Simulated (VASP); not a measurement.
# BP (Cmmm) in VASP: notebook

BP is run at these levels: PBE; tasks: single point, relaxation of cell and atoms.

Program: VASP 6.6.1. These are calculated values, not measurements. Logs are shortened: lines on timing, memory, paths and dates and some standing lists are left out, and cuts for length are marked.

**1. The cell of the first run**

It takes space group Cmmm (No. 65, orthorhombic). The conventional cell has a = 3.174 Å, b = 9.626 Å, c = 3.565 Å, α = 90.00°, β = 90.00°, γ = 90.00°. B (site symmetry 2mm) has 2 B at 1.56 to 1.61 Å within 2.1 Å. P (site symmetry m2m) has 2 P at 2.20 Å and 4 B at 2.55 Å within 2.9 Å.

**2. Single point, PBE**

The input, INCAR:

```
SYSTEM = BP
ALGO = Normal
EDIFF = 1E-6
ENCUT = 520
GGA = PE
ISIF = 2
ISMEAR = 0
LASPH = .TRUE.
LCHARG = .FALSE.
LREAL = .FALSE.
LWAVE = .FALSE.
NBANDS = 16
NELM = 60
PREC = Accurate
SIGMA = 0.1
```

The input, KPOINTS:

```
k-points
0
G
  6 6 4
  0 0 0
```

The input, POSCAR:

```
BP
1.0
    1.5872410989     -4.8127864257      0.0000000000
    1.5872410989      4.8127864257      0.0000000000
    0.0000000000      0.0000000000      3.5646117679
B P
2 2
Direct
    0.7537888959      0.7537888959      0.5000000000
    0.2462111041      0.2462111041      0.5000000000
    0.8292792501      0.1707207499      0.0000000000
    0.1707207499      0.8292792501      0.0000000000
```

Potentials or basis: VASP PAW PBE potentials, release 64 (B, P).

Launch:

```console
> cat potpaw_PBE.64/B/POTCAR potpaw_PBE.64/P/POTCAR > POTCAR
> mpirun -np 1 vasp_std > vasp.out
```

OUTCAR:

```text
SYSTEM = BP
   EDIFF = 1E-6
   ENCUT = 520
   GGA = PE
   ISIF = 2
   ISMEAR = 0
   LASPH = .TRUE.
   LREAL = .FALSE.
   NELM = 60
   PREC = Accurate

 ion  position               nearest neighbor table
   1  0.754  0.754  0.500-   2 1.56   2 1.61   4 2.55   3 2.55   4 2.55   3 2.55
   2  0.246  0.246  0.500-   1 1.56   1 1.61   3 2.55   4 2.55   3 2.55   4 2.55
   3  0.829  0.171  0.000-   4 2.20   4 2.20   2 2.55   1 2.55   2 2.55   1 2.55
   4  0.171  0.829  0.000-   3 2.20   3 2.20   2 2.55   1 2.55   2 2.55   1 2.55

  LATTYP: Found a base centered orthorhombic cell.
 ALAT       =     3.1744821978
 B/A-ratio  =     3.0321709972
 C/A-ratio  =     1.1228954978

  Lattice vectors:

 A1 = (   1.5872410989,  -4.8127864257,   0.0000000000)
 A2 = (   1.5872410989,   4.8127864257,   0.0000000000)
 A3 = (   0.0000000000,   0.0000000000,   3.5646117679)

Analysis of symmetry for initial positions (statically):
=====================================================================
 Subroutine PRICEL returns:
 Original cell was already a primitive cell.

 Routine SETGRP: Setting up the symmetry group for a
 base centered orthorhombic supercell.

 Subroutine GETGRP returns: Found  8 space group operations
 (whereof  8 operations were pure point group operations)
 out of a pool of  8 trial point group operations.

The static configuration has the point symmetry D_2h.

Analysis of symmetry for dynamics (positions and initial velocities):
=====================================================================
 Subroutine PRICEL returns:
 Original cell was already a primitive cell.

 Routine SETGRP: Setting up the symmetry group for a
 base centered orthorhombic supercell.

 Subroutine GETGRP returns: Found  8 space group operations
 (whereof  8 operations were pure point group operations)
 out of a pool of  8 trial point group operations.

The dynamic configuration has the point symmetry D_2h.

 Subroutine INISYM returns: Found  8 space group operations
 (whereof  8 operations are pure point group operations),
 and found     1 'primitive' translations

----------------------------------------------------------------------------------------

                                     Primitive cell

  volume of cell :      54.4605

  direct lattice vectors                    reciprocal lattice vectors
     1.587241099 -4.812786426  0.000000000     0.315012004 -0.103889921  0.000000000
     1.587241099  4.812786426  0.000000000     0.315012004  0.103889921  0.000000000
     0.000000000  0.000000000  3.564611768     0.000000000  0.000000000  0.280535459

  length of vectors
     5.067765532  5.067765532  3.564611768     0.331701189  0.331701189  0.280535459

  position of ions in fractional coordinates (direct lattice)
     0.753788896  0.753788896  0.500000000
     0.246211104  0.246211104  0.500000000
     0.829279250  0.170720750  0.000000000
     0.170720750  0.829279250  0.000000000

  ion indices of the primitive-cell ions
   primitive index   ion index
                 1           1
                 2           2
                 3           3
                 4           4

----------------------------------------------------------------------------------------

 KPOINTS: k-points

Automatic generation of k-mesh.
 Grid dimensions read from file:
 generate k-points for:    6    6    4

 Generating k-lattice:

  Cartesian coordinates                     Fractional coordinates (reciprocal lattice)
     0.052502001 -0.017314987  0.000000000     0.166666667  0.000000000  0.000000000
     0.052502001  0.017314987  0.000000000     0.000000000  0.166666667  0.000000000
     0.000000000  0.000000000  0.070133865     0.000000000  0.000000000  0.250000000

  Length of vectors
     0.055283531  0.055283531  0.070133865

  Shift w.r.t. Gamma in fractional coordinates (k-lattice)
     0.000000000  0.000000000  0.000000000

 Subroutine IBZKPT returns following result:
 ===========================================

 Found     39 irreducible k-points:

 Following reciprocal coordinates:
            Coordinates               Weight
  0.000000  0.000000  0.000000      1.000000
  0.166667  0.000000  0.000000      4.000000
  0.333333  0.000000  0.000000      4.000000
  0.500000  0.000000  0.000000      2.000000
  0.166667  0.166667  0.000000      2.000000
  0.333333  0.166667  0.000000      4.000000
[... 16 lines left out ...]
  0.333333  0.333333  0.250000      4.000000
  0.500000  0.333333  0.250000      8.000000
 [... further k-points ...]
   k-points           NKPTS =     39   k-points in BZ     NKDIM =     39   number of bands    NBANDS=     16
   number of dos      NEDOS =    301   number of ions     NIONS =      4
   total plane-waves  NPLWV =  44800
   dimension x,y,z NGX =    40 NGY =   40 NGZ =   28
   dimension x,y,z NGXF=    80 NGYF=   80 NGZF=   56
   ions per type =               2   2
   NGX,Y,Z   is equivalent  to a cutoff of  13.12, 13.12, 13.06 a.u.
   NGXF,Y,Z  is equivalent  to a cutoff of  26.24, 26.24, 26.12 a.u.
 SYSTEM =  BP
   PREC   = accura    normal or accurate (medium, high low for compatibility)
   ISTART =      0    job   : 0-new  1-cont  2-samecut
   ICHARG =      2    charge: 1-file 2-atom 10-const
   ISPIN  =      1    spin polarized calculation?
   LNONCOLLINEAR =      F non collinear calculations
   LSORBIT =      F    spin-orbit coupling
   LASPH  =      T    aspherical Exc in radial PAW
   ENCUT  =  520.0 eV  38.22 Ry    6.18 a.u.   9.42  9.42  6.63*2*pi/ulx,y,z
   NELM   =     60;   NELMIN=  2; NELMDL= -5     # of ELM steps
   EDIFF  = 0.1E-05   stopping-criterion for ELM
   LREAL  =      F    real-space projection
   EDIFFG = 0.1E-04   stopping-criterion for IOM
   NSW    =      0    number of steps for IOM
   IBRION =     -1    ionic relax: 0-MD 1-quasi-New 2-CG
   NFREE  =      0    steps in history (QN), initial steepest desc. (CG)
   ISIF   =      2    stress and relaxation
   ISYM   =      2    0-nonsym 1-usesym 2-fastsym
   POTIM  = 0.5000    time-step for ionic-motion
   TEBEG  =    0.0;   TEEND  =   0.0 temperature during run
   PSTRESS=    0.0 pullay stress
   NELECT =      16.0000    total number of electrons
   NUPDOWN=      -1.0000    fix difference up-down
   EMIN   =  10.00;   EMAX   =-10.00  energy-range for DOS
   EFERMI =   0.00;   METHOD = LEGACY
   ISMEAR =     0;   SIGMA  =   0.10  broadening in eV -4-tet -1-fermi 0-gaus
   EFERMI_NEDOS =   21; number of points for ismear=-14 and -15
   IALGO  =     38    algorithm
   IMIX   =      4    mixing-type and parameters
     AMIX     =   0.40;   BMIX     =  1.00
     AMIX_MAG =   1.60;   BMIX_MAG =  1.00
  volume/ion in A,a.u.               =      13.62        91.88
  Fermi-wavevector in a.u.,A,eV,Ry     =   1.088314  2.056615 16.115115  1.184428
  Thomas-Fermi vector in A             =   2.224493
   LORBIT       =      0    0 simple, 1 ext, 2 COOP (PROOUT), +10 PAW based schemes
   GGA     = PE    functional components
   LHFCALC =     F    Hartree Fock is set to
   AEXX    =    0.0000 exact exchange contribution
   IVDW    =     0    specifies the selected vdW correction
   LEPSILON=     F    determine dielectric tensor
   LRPA    =     F    only Hartree local field effects (RPA)
 non-spin polarized calculation
 Gauss-broadening in eV      SIGMA  =   0.10
  energy-cutoff  :      520.00
  volume of cell :       54.46
 maximum number of plane-waves:      1484
 NGX is ok and might be reduce to    40
   NGX = 19   NGY = 19   NGZ = 13

 number of electron      16.0000000 magnetization

 Free energy of the ion-electron system (eV)
  ---------------------------------------------------
  ext. energy  EPLUGINS =         0.00000000
  ---------------------------------------------------
  free energy    TOTEN  =       -21.28184069 eV

  energy without entropy =      -21.27620124  energy(sigma->0) =      -21.27902096

 E-fermi :   6.2339     XC(G=0): -10.3860

 val. band max:        6.1928686658   @ k =   0.5000   0.0000   0.0000
 cond. band min:       6.2541973761   @ k =   0.5000   0.5000   0.5000
 fundamental gap:      0.0613287102
 Fermi energy:         6.2339288066

 k-point     1 :       0.0000    0.0000    0.0000
  band No.  band energies     occupation
      1      -8.8472      2.00000
      2      -3.6924      2.00000
      3      -2.6772      2.00000
      4       1.7064      2.00000
      5       1.8759      2.00000
      6       3.8226      2.00000
[... 8 lines left out ...]
     15      14.6159      0.00000
     16      15.5316      0.00000

 k-point     2 :       0.1667    0.0000    0.0000
  band No.  band energies     occupation
      1      -8.4609      2.00000
      2      -3.8322      2.00000
      3      -2.0462      2.00000
      4       0.6940      2.00000
      5       1.7931      2.00000
      6       2.2548      2.00000
[... 8 lines left out ...]
     15      12.5770      0.00000
     16      15.3666      0.00000

 k-point     3 :       0.3333    0.0000    0.0000
  band No.  band energies     occupation
      1      -7.3338      2.00000
      2      -3.9346      2.00000
      3      -2.1411      2.00000
      4      -0.8846      2.00000
      5       0.7912      2.00000
      6       3.3257      2.00000
[... 8 lines left out ...]
     15      13.2782      0.00000
     16      14.4943      0.00000

 k-point     4 :       0.5000    0.0000    0.0000
  band No.  band energies     occupation
      1      -5.9434      2.00000
      2      -5.0415      2.00000
      3      -2.1659      2.00000
      4      -2.0371      2.00000
      5       2.1055      2.00000
      6       3.4519      2.00000
[... 8 lines left out ...]
     15      15.0043      0.00000
     16      15.2716      0.00000

 k-point     5 :       0.1667    0.1667    0.0000
  band No.  band energies     occupation
      1      -7.4623      2.00000
      2      -2.9676      2.00000
      3      -2.6020      2.00000
      4      -1.1004      2.00000
      5       0.1650      2.00000
      6       3.1903      2.00000
[... 8 lines left out ...]
     15      13.1964      0.00000
     16      13.9588      0.00000

 k-point     6 :       0.3333    0.1667    0.0000
  band No.  band energies     occupation
      1      -5.9683      2.00000
      2      -4.9586      2.00000
      3      -2.7826      2.00000
      4      -1.2520      2.00000
      5       1.4356      2.00000
      6       4.1581      2.00000
[... 8 lines left out ...]
     15      13.5600      0.00000
     16      14.5826      0.00000

 k-point     7 :       0.5000    0.1667    0.0000
  band No.  band energies     occupation
      1      -6.9809      2.00000
      2      -4.9656      2.00000
      3      -2.3246      2.00000
      4       0.0438      2.00000
      5       1.9332      2.00000
      6       3.7078      2.00000
[... 8 lines left out ...]
     15      14.2461      0.00000
     16      14.4767      0.00000

 k-point     8 :      -0.3333    0.1667    0.0000
  band No.  band energies     occupation
      1      -8.2180      2.00000
      2      -5.0841      2.00000
      3      -0.6119      2.00000
      4       0.6244      2.00000
      5       2.2092      2.00000
      6       2.5409      2.00000
[... 8 lines left out ...]
     15      12.7209      0.00000
     16      13.7325      0.00000

 k-point     9 :      -0.1667    0.1667    0.0000
  band No.  band energies     occupation
      1      -8.7223      2.00000
      2      -4.7509      2.00000
      3      -1.4280      2.00000
      4       1.6995      2.00000
      5       2.0220      2.00000
      6       3.7633      2.00000
[... 8 lines left out ...]
     15      14.1092      0.00000
     16      14.5099      0.00000
[... 172 lines left out ...]
 k-point    19 :       0.3333    0.1667    0.2500
  band No.  band energies     occupation
      1      -5.4913      2.00000
      2      -4.6455      2.00000
      3      -2.4319      2.00000
      4      -1.3901      2.00000
      5       1.4378      2.00000
      6       1.7635      2.00000
[... 8 lines left out ...]
     15      14.5393      0.00000
     16      16.0778      0.00000

 k-point    20 :       0.5000    0.1667    0.2500
  band No.  band energies     occupation
      1      -6.6082      2.00000
      2      -4.4740      2.00000
      3      -2.1234      2.00000
      4      -0.1908      2.00000
      5       0.6344      2.00000
      6       2.1679      2.00000
[... 8 lines left out ...]
     15      14.1457      0.00000
     16      14.8707      0.00000

 k-point    21 :      -0.3333    0.1667    0.2500
  band No.  band energies     occupation
      1      -7.8295      2.00000
      2      -4.6718      2.00000
      3      -1.4429      2.00000
      4       0.7933      2.00000
      5       1.5358      2.00000
      6       1.9653      2.00000
[... 8 lines left out ...]
     15      13.4635      0.00000
     16      14.1514      0.00000

 k-point    22 :      -0.1667    0.1667    0.2500
  band No.  band energies     occupation
      1      -8.3188      2.00000
      2      -4.4842      2.00000
      3      -1.8343      2.00000
      4       0.8571      2.00000
      5       1.8188      2.00000
      6       2.4369      2.00000
[... 8 lines left out ...]
     15      13.7573      0.00000
     16      14.9667      0.00000

 k-point    23 :       0.3333    0.3333    0.2500
  band No.  band energies     occupation
      1      -6.3745      2.00000
      2      -4.9126      2.00000
      3      -2.1597      2.00000
      4       0.0240      2.00000
      5       0.8373      2.00000
      6       1.8070      2.00000
[... 8 lines left out ...]
     15      13.8758      0.00000
     16      15.2589      0.00000

 k-point    24 :       0.5000    0.3333    0.2500
  band No.  band energies     occupation
      1      -7.5310      2.00000
      2      -5.4087      2.00000
      3      -1.0469      2.00000
      4       0.6815      2.00000
      5       1.0216      2.00000
      6       2.2662      2.00000
[... 8 lines left out ...]
     15      12.8062      0.00000
     16      13.4047      0.00000

 [... further k-points ...]
[... 5 lines left out ...]
  --------------------------------------------------------------------------------------
  -------------------------------------------------------------------------------------
  Total        0.0350452     -0.1096651     -0.0978164      0.0000000      0.0000000      0.0000000
  in kB        1.0309961     -3.2262457     -2.8776670      0.0000000      0.0000000      0.0000000
  external PRESSURE =      -1.6909722 kB  Pullay stress =       0.0000000 kB

 VOLUME and BASIS-vectors are now :
 -----------------------------------------------------------------------------
  energy-cutoff  :      520.00
  volume of cell :       54.46
      direct lattice vectors                 reciprocal lattice vectors
     1.587241099 -4.812786426  0.000000000     0.315012004 -0.103889921  0.000000000
     1.587241099  4.812786426  0.000000000     0.315012004  0.103889921  0.000000000
     0.000000000  0.000000000  3.564611768     0.000000000  0.000000000  0.280535459

 POSITION                                       TOTAL-FORCE (eV/Angst)
 -----------------------------------------------------------------------------------
      2.39289      0.00000      1.78231        -0.006604      0.000000      0.000000
      0.78159      0.00000      1.78231         0.006604      0.000000     -0.000000
      1.58724     -3.16950      0.00000        -0.000000      0.051922      0.000000
      1.58724      3.16950      0.00000        -0.000000     -0.051922      0.000000
 -----------------------------------------------------------------------------------
    total drift:                                0.000000     -0.000000     -0.000000

  FREE ENERGIE OF THE ION-ELECTRON SYSTEM (eV)
  ---------------------------------------------------
  free  energy   TOTEN  =       -21.2818406890 eV

  energy  without entropy=      -21.2762012383  energy(sigma->0) =      -21.27902096
```

Wall time 31 s (1 thread of Intel Xeon Platinum 8559C (Emerald Rapids), shared host); peak memory 0.19 GiB.

What came out:

- Free energy: -21.2818 eV
- Pressure: -0.2 GPa
- Largest force: 0.052 eV/Å
- Band gap on the k mesh: zero (band 8 reaches 7.51 eV, above the bottom of band 9 at 4.07 eV)

Forces on the atoms (eV/Å):
```
B   -0.007  0.000  0.000
B    0.007  0.000  0.000
P    0.000  0.052  0.000
P    0.000 -0.052  0.000
```

Stress tensor (GPa, compression positive):
```
 0.10  0.00  0.00
 0.00 -0.32  0.00
 0.00  0.00 -0.29
```

Caveat: the k points lie up to 0.44 Å⁻¹ apart.

[end of part 1 of 3]
